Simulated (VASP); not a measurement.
# Na (Pm-3m) in VASP: single point with PBEsol

Aim: the single point of Na with PBEsol.

Program: VASP 6.6.1. These are calculated values, not measurements. Logs are shortened: lines on timing, memory, paths and dates and some standing lists are left out, and cuts for length are marked.

## 1. The cell of the first run

It takes space group Pm-3m (No. 221, cubic). Conventional cell: a = 3.387 Å, b = 3.387 Å, c = 3.387 Å, α = 90.00°, β = 90.00°, γ = 90.00°. Within 4.5 Å of Na (site symmetry m-3m) lie 6 Na at 3.39 Å.

## 2. Single point, PBEsol

INCAR

```
PREC = Accurate
ENCUT = 520
EDIFF = 1E-6
ISMEAR = -1
SIGMA = 0.13605693000000002
LREAL = False
LASPH = True
NELM = 60
ALGO = Normal
ISIF = 2
LWAVE = False
LCHARG = False
GGA = PS
NBANDS = 10
```

KPOINTS

```
Automatic mesh
0
Gamma
  10 10 10
```

POSCAR

```
Na
1.0
    3.3869743832      0.0000000000      0.0000000000
    0.0000000000      3.3869743832      0.0000000000
    0.0000000000      0.0000000000      3.3869743832
Na
1
Direct
    0.0000000000      0.0000000000      0.0000000000
```

Potentials or basis: VASP PAW PBE potentials, release 64 (Na_pv).

The run is started by

```bash
$ cat potpaw_PBE.64/Na_pv/POTCAR > POTCAR
$ mpirun -np 1 vasp_std > vasp.out
```

OUTCAR:

```text
PREC = Accurate
   ENCUT = 520
   EDIFF = 1E-6
   ISMEAR = -1
   LREAL = False
   LASPH = True
   NELM = 60
   ISIF = 2
   GGA = PS

 ion  position               nearest neighbor table
   1  0.000  0.000  0.000-

  LATTYP: Found a simple cubic cell.
 ALAT       =     3.3869743832

  Lattice vectors:

 A1 = (   3.3869743832,   0.0000000000,   0.0000000000)
 A2 = (   0.0000000000,   3.3869743832,   0.0000000000)
 A3 = (   0.0000000000,   0.0000000000,   3.3869743832)

Analysis of symmetry for initial positions (statically):
=====================================================================
 Subroutine PRICEL returns:
 Original cell was already a primitive cell.

 Routine SETGRP: Setting up the symmetry group for a
 simple cubic supercell.

 Subroutine GETGRP returns: Found 48 space group operations
[... 9 lines left out ...]

 Routine SETGRP: Setting up the symmetry group for a
 simple cubic supercell.

 Subroutine GETGRP returns: Found 48 space group operations
[... 11 lines left out ...]
                                     Primitive cell

  volume of cell :      38.8540

  direct lattice vectors                    reciprocal lattice vectors
     3.386974383  0.000000000  0.000000000     0.295248764  0.000000000  0.000000000
     0.000000000  3.386974383  0.000000000     0.000000000  0.295248764  0.000000000
     0.000000000  0.000000000  3.386974383     0.000000000  0.000000000  0.295248764

  length of vectors
     3.386974383  3.386974383  3.386974383     0.295248764  0.295248764  0.295248764

  position of ions in fractional coordinates (direct lattice)
     0.000000000  0.000000000  0.000000000

  ion indices of the primitive-cell ions
   primitive index   ion index
                 1           1

----------------------------------------------------------------------------------------

 KPOINTS: Automatic mesh

Automatic generation of k-mesh.
 Grid dimensions read from file:
 generate k-points for:   10   10   10

 Generating k-lattice:

  Cartesian coordinates                     Fractional coordinates (reciprocal lattice)
     0.029524876  0.000000000  0.000000000     0.100000000  0.000000000  0.000000000
     0.000000000  0.029524876  0.000000000     0.000000000  0.100000000  0.000000000
     0.000000000  0.000000000  0.029524876     0.000000000  0.000000000  0.100000000

  Length of vectors
     0.029524876  0.029524876  0.029524876

  Shift w.r.t. Gamma in fractional coordinates (k-lattice)
     0.000000000  0.000000000  0.000000000

 Subroutine IBZKPT returns following result:
 ===========================================

 Found     56 irreducible k-points:

 Following reciprocal coordinates:
            Coordinates               Weight
  0.000000  0.000000  0.000000      1.000000
  0.100000  0.000000  0.000000      6.000000
  0.200000  0.000000  0.000000      6.000000
  0.300000  0.000000  0.000000      6.000000
  0.400000  0.000000  0.000000      6.000000
  0.500000  0.000000  0.000000      3.000000
[... 16 lines left out ...]
  0.200000  0.100000  0.100000     24.000000
  0.300000  0.100000  0.100000     24.000000
 [... further k-points ...]
   k-points           NKPTS =     56   k-points in BZ     NKDIM =     56   number of bands    NBANDS=     10
   number of dos      NEDOS =    301   number of ions     NIONS =      1
   total plane-waves  NPLWV =  21952
   dimension x,y,z NGX =    28 NGY =   28 NGZ =   28
   dimension x,y,z NGXF=    56 NGYF=   56 NGZF=   56
   ions per type =               1
   NGX,Y,Z   is equivalent  to a cutoff of  13.74, 13.74, 13.74 a.u.
   NGXF,Y,Z  is equivalent  to a cutoff of  27.49, 27.49, 27.49 a.u.
 SYSTEM =  unknown system
   PREC   = accura    normal or accurate (medium, high low for compatibility)
   ISTART =      0    job   : 0-new  1-cont  2-samecut
   ICHARG =      2    charge: 1-file 2-atom 10-const
   ISPIN  =      1    spin polarized calculation?
   LNONCOLLINEAR =      F non collinear calculations
   LSORBIT =      F    spin-orbit coupling
   LASPH  =      T    aspherical Exc in radial PAW
   ENCUT  =  520.0 eV  38.22 Ry    6.18 a.u.   6.30  6.30  6.30*2*pi/ulx,y,z
   NELM   =     60;   NELMIN=  2; NELMDL= -5     # of ELM steps
   EDIFF  = 0.1E-05   stopping-criterion for ELM
   LREAL  =      F    real-space projection
   EDIFFG = 0.1E-04   stopping-criterion for IOM
   NSW    =      0    number of steps for IOM
   IBRION =     -1    ionic relax: 0-MD 1-quasi-New 2-CG
   NFREE  =      0    steps in history (QN), initial steepest desc. (CG)
   ISIF   =      2    stress and relaxation
   ISYM   =      2    0-nonsym 1-usesym 2-fastsym
   POTIM  = 0.5000    time-step for ionic-motion
   TEBEG  =    0.0;   TEEND  =   0.0 temperature during run
   PSTRESS=    0.0 pullay stress
   NELECT =       7.0000    total number of electrons
   NUPDOWN=      -1.0000    fix difference up-down
   EMIN   =  10.00;   EMAX   =-10.00  energy-range for DOS
   EFERMI =   0.00;   METHOD = LEGACY
   ISMEAR =    -1;   SIGMA  =   0.14  broadening in eV -4-tet -1-fermi 0-gaus
   EFERMI_NEDOS =   21; number of points for ismear=-14 and -15
   IALGO  =     38    algorithm
   IMIX   =      4    mixing-type and parameters
     AMIX     =   0.40;   BMIX     =  1.00
     AMIX_MAG =   1.60;   BMIX_MAG =  1.00
  volume/ion in A,a.u.               =      38.85       262.20
  Fermi-wavevector in a.u.,A,eV,Ry     =   0.924618  1.747274 11.631867  0.854918
  Thomas-Fermi vector in A             =   2.050383
   LORBIT       =      0    0 simple, 1 ext, 2 COOP (PROOUT), +10 PAW based schemes
   GGA     = PS    functional components
   LHFCALC =     F    Hartree Fock is set to
   AEXX    =    0.0000 exact exchange contribution
   IVDW    =     0    specifies the selected vdW correction
   LEPSILON=     F    determine dielectric tensor
   LRPA    =     F    only Hartree local field effects (RPA)
 non-spin polarized calculation
  energy-cutoff  :      520.00
  volume of cell :       38.85
 maximum number of plane-waves:      1064
 NGX is ok and might be reduce to    28
   NGX = 13   NGY = 13   NGZ = 13

 number of electron       7.0000010 magnetization

 Free energy of the ion-electron system (eV)
  ---------------------------------------------------
  ext. energy  EPLUGINS =         0.00000000
  ---------------------------------------------------
  free energy    TOTEN  =        -1.29383849 eV

  energy without entropy =       -1.26510079  energy(sigma->0) =       -1.27946964

 E-fermi :   0.2221     XC(G=0):  -6.3733

 val. band max:        0.2104163520   @ k =   0.5000   0.0000   0.0000
 cond. band min:       0.2949695761   @ k =   0.4000   0.3000   0.0000
 fundamental gap:      0.0845532241
 Fermi energy:         0.2221154791

 k-point     1 :       0.0000    0.0000    0.0000
  band No.  band energies     occupation
      1     -24.8023      2.00000
      2     -24.8023      2.00000
      3     -24.8023      2.00000
      4      -2.9966      2.00000
      5       8.4880      0.00000
      6       8.4880      0.00000
      7       9.8199      0.00000
      8       9.8199      0.00000
      9       9.8199      0.00000
     10      12.7646      0.00000

 k-point     2 :       0.1000    0.0000    0.0000
  band No.  band energies     occupation
      1     -24.8071      2.00000
      2     -24.8019      2.00000
      3     -24.8019      2.00000
      4      -2.8612      2.00000
      5       7.0603      0.00000
      6       8.6116      0.00000
      7       9.9287      0.00000
      8       9.9287      0.00000
      9      10.7495      0.00000
     10      13.5900      0.00000

 k-point     3 :       0.2000    0.0000    0.0000
  band No.  band energies     occupation
      1     -24.8199      2.00000
      2     -24.8008      2.00000
      3     -24.8008      2.00000
      4      -2.4569      2.00000
      5       5.1343      0.00000
      6       8.9786      0.00000
      7      10.2549      0.00000
      8      10.2549      0.00000
      9      11.5319      0.00000
     10      15.6766      0.00000

 k-point     4 :       0.3000    0.0000    0.0000
  band No.  band energies     occupation
      1     -24.8356      2.00000
      2     -24.7994      2.00000
      3     -24.7994      2.00000
      4      -1.7896      2.00000
      5       3.3245      0.00000
      6       9.5712      0.00000
      7      10.7968      0.00000
      8      10.7968      0.00000
      9      12.2505      0.00000
     10      15.2685      0.00000

 k-point     5 :       0.4000    0.0000    0.0000
  band No.  band energies     occupation
      1     -24.8483      2.00000
      2     -24.7984      2.00000
      3     -24.7984      2.00000
      4      -0.8685      1.99934
      5       1.7069      0.00004
      6      10.3157      0.00000
      7      11.5396      0.00000
      8      11.5396      0.00000
      9      12.9846      0.00000
     10      13.7396      0.00000

 k-point     6 :       0.5000    0.0000    0.0000
  band No.  band energies     occupation
      1     -24.8531      2.00000
      2     -24.7979      2.00000
      3     -24.7979      2.00000
      4       0.2104      1.04297
      5       0.3946      0.43917
      6      10.7994      0.00000
      7      12.2075      0.00000
      8      12.2075      0.00000
      9      12.9994      0.00000
     10      13.0279      0.00000
[... 183 lines left out ...]
 k-point    21 :       0.5000    0.5000    0.0000
  band No.  band energies     occupation
      1     -24.8467      2.00000
      2     -24.8467      2.00000
      3     -24.7938      2.00000
      4       3.1870      0.00000
      5       3.1870      0.00000
      6       3.3751      0.00000
      7       4.2680      0.00000
      8      14.5662      0.00000
      9      14.5662      0.00000
     10      16.1063      0.00000

 k-point    22 :       0.1000    0.1000    0.1000
  band No.  band energies     occupation
      1     -24.8067      2.00000
      2     -24.8061      2.00000
      3     -24.8061      2.00000
      4      -2.5913      2.00000
      5       7.0246      0.00000
      6       7.0246      0.00000
      7       8.6569      0.00000
      8      11.9959      0.00000
      9      11.9959      0.00000
     10      14.4652      0.00000

 k-point    23 :       0.2000    0.1000    0.1000
  band No.  band energies     occupation
      1     -24.8190      2.00000
      2     -24.8054      2.00000
      3     -24.8049      2.00000
      4      -2.1889      2.00000
      5       5.3423      0.00000
      6       7.3838      0.00000
      7       8.6969      0.00000
      8      12.2705      0.00000
      9      13.3154      0.00000
     10      14.9600      0.00000

 k-point    24 :       0.3000    0.1000    0.1000
  band No.  band energies     occupation
      1     -24.8345      2.00000
      2     -24.8040      2.00000
      3     -24.8036      2.00000
      4      -1.5248      1.99999
      5       3.5665      0.00000
      6       7.9795      0.00000
      7       9.2256      0.00000
      8      12.3211      0.00000
      9      13.6866      0.00000
     10      13.7118      0.00000

 [... further k-points ...]

------------------------ aborting loop because EDIFF is reached ----------------------------------------

  FORCE on cell =-STRESS in cart. coord.  units (eV):
  Direction    XX          YY          ZZ          XY          YZ          ZX
  --------------------------------------------------------------------------------------
  -------------------------------------------------------------------------------------
  Total       -0.0004166     -0.0004166     -0.0004166      0.0000000      0.0000000     -0.0000000
  in kB       -0.0171805     -0.0171805     -0.0171805      0.0000000      0.0000000     -0.0000000
  external PRESSURE =      -0.0171805 kB  Pullay stress =       0.0000000 kB

 VOLUME and BASIS-vectors are now :
 -----------------------------------------------------------------------------
  energy-cutoff  :      520.00
  volume of cell :       38.85
      direct lattice vectors                 reciprocal lattice vectors
     3.386974383  0.000000000  0.000000000     0.295248764  0.000000000  0.000000000
     0.000000000  3.386974383  0.000000000     0.000000000  0.295248764  0.000000000
     0.000000000  0.000000000  3.386974383     0.000000000  0.000000000  0.295248764

 POSITION                                       TOTAL-FORCE (eV/Angst)
 -----------------------------------------------------------------------------------
      0.00000      0.00000      0.00000         0.000000      0.000000      0.000000
 -----------------------------------------------------------------------------------
    total drift:                               -0.000000     -0.000000     -0.000000

  FREE ENERGIE OF THE ION-ELECTRON SYSTEM (eV)
  ---------------------------------------------------
  free  energy   TOTEN  =        -1.2938384865 eV

  energy  without entropy=       -1.2651007914  energy(sigma->0) =       -1.27946964
```

Wall time 5.5 s (1 thread of Intel Xeon 6975P-C (Granite Rapids), shared host); peak memory 0.15 GiB.

Results:

```yaml
Free_energy: -1.2938 eV
Pressure: 0.0 GPa
```

Caveat: the PAW data sets were made with another functional, which shifts forces and pressure a little.
